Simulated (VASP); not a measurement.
Wanted: the native input for a VASP 6.6.1 run.

```yaml
Task: single point
Functional: LDA
Potentials_or_basis: VASP PAW LDA potentials, release 64 (Zn, Sb)
Cutoff: 500 eV
k_mesh: 5 × 5 × 5
Occupations: tetrahedron
Spin: no spin polarisation
Dipole_correction: no
Further_INCAR_settings: ALGO = Normal; EDIFF = 1e-06; NBANDS = 16
```

The structure of ZnSb lies in POSCAR:

```
ZnSb
1.0
    3.5759530000      0.0000000000      0.0000000000
    0.0000000000      3.5759530000      0.0000000000
    0.0000000000      0.0000000000      3.5759530000
Zn Sb
1 1
Direct
    0.5000000000      0.5000000000      0.5000000000
    0.0000000000      0.0000000000      0.0000000000
```

The input as run:

INCAR

```
SYSTEM = ZnSb
ALGO = Normal
EDIFF = 1E-6
ENCUT = 500
GGA = CA
GGA_COMPAT = .FALSE.
ISIF = 2
ISMEAR = -5
LASPH = .TRUE.
LCHARG = .TRUE.
LELF = .TRUE.
LREAL = .FALSE.
LVHAR = .TRUE.
LWAVE = .FALSE.
NBANDS = 16
NELM = 120
PREC = Accurate
SIGMA = 0.1
```

KPOINTS

```
k-points
0
G
  5 5 5
  0 0 0
```

Potentials or basis: VASP PAW LDA potentials, release 64 (Zn, Sb).

Command:

```console
$ cat potpaw_LDA.64/Zn/POTCAR potpaw_LDA.64/Sb/POTCAR > POTCAR
$ mpirun -np 1 vasp_std > vasp.out
```

Results of the run:

```
Pressure : -6.7 GPa
```

Caveat: tetrahedron occupations give inexact forces and stress in metals.

Run time: 9.4 s on 1 thread of Intel(R) Xeon(R) Platinum 8375C CPU @ 2.90GHz (Ice Lake), with other jobs on the host, peak memory 0.14 GiB.
